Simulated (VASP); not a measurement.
Al2BAs3:

```xyz
12
Lattice="-3.7017 3.8396 0.0324 3.7335 3.8714 -0.0544 1.9465 -1.8955 -8.2030" Properties=species:S:1:pos:R:3 pbc="T T T"
Al    1.9170    1.8526   -2.7227
Al   -1.8062    1.9816   -2.5964
Al    0.0786    3.9762   -5.5881
Al    3.7897    3.8635   -5.6541
B    -3.7302    3.8606    0.0114
B    -0.0425    3.8218    0.0117
As    0.0500    1.9372   -1.0947
As    0.0173    5.8441   -1.1016
As   -1.7478    3.8374   -4.0475
As    1.8928    3.8430   -4.1485
As    0.0980    1.9108   -7.0607
As    3.8384    1.9637   -7.0963
```

| Quantity | Value |
| --- | --- |
| Program | VASP 6.6.1 |
| Task | relaxation of cell and atoms |
| Functional | PBE |
| Potentials or basis | VASP PAW PBE potentials, release 64 (Al, B, As) |
| Cutoff | 600 eV |
| k mesh | 4 × 4 × 4 |
| Occupations | gaussian, width 0.1 eV |
| Spin | no spin polarisation |

At the start: pressure 3.2 GPa; volume 19.55 Å³/atom.

Q: How do energy, volume and symmetry change on relaxing?

A: Over 14 steps the energy falls by 40.2 meV/atom and the volume is 20.18 Å³/atom (+3.2 %); space group P1 (No. 1, to 0.1 Å) before, I-4m2 (No. 119, to 0.1 Å).

The path:
```csv
step,energy change (eV),largest force (eV/Å),pressure (GPa),volume (Å³)
1,0.0000,1.5218,3.21,234.65
2,-0.3824,0.4843,-1.79,248.13
3,-0.3869,0.4978,-1.36,246.71
4,-0.4604,0.2557,-0.08,242.53
5,-0.4627,0.2903,0.21,241.68
6,-0.4752,0.1154,0.07,242.00
7,-0.4760,0.1104,0.03,242.10
8,-0.4785,0.0699,-0.04,242.30
9,-0.4786,0.0869,-0.06,242.37
10,-0.4803,0.0537,0.01,242.18
11,-0.4807,0.0548,0.06,242.04
12,-0.4815,0.0293,-0.02,242.27
13,-0.4816,0.0330,-0.06,242.40
14,-0.4819,0.0219,0.03,242.11
```

Final structure:
```cif
data_structure
_symmetry_space_group_name_H-M 'P 1'
_symmetry_Int_Tables_number 1
_cell_length_a 5.3771
_cell_length_b 5.3769
_cell_length_c 8.7942
_cell_angle_alpha 89.963
_cell_angle_beta 107.784
_cell_angle_gamma 89.993
_cell_volume 242.11
loop_
_atom_site_label
_atom_site_type_symbol
_atom_site_fract_x
_atom_site_fract_y
_atom_site_fract_z
_atom_site_occupancy
Al1 Al 0.15909 0.49903 0.31998 1
Al2 Al 0.65902 0.99924 0.31952 1
Al3 Al 0.84037 0.50044 0.68053 1
Al4 Al 0.34120 0.00104 0.68006 1
B1 B 0.00050 0.99980 0.99980 1
B2 B 0.50023 0.50059 0.00025 1
As1 As 0.31800 0.25004 0.13638 1
As2 As 0.81867 0.75026 0.13646 1
As3 As 0.99868 0.24921 0.50002 1
As4 As 0.49931 0.74927 0.49981 1
As5 As 0.68225 0.25046 0.86387 1
As6 As 0.18267 0.75061 0.86331 1
```
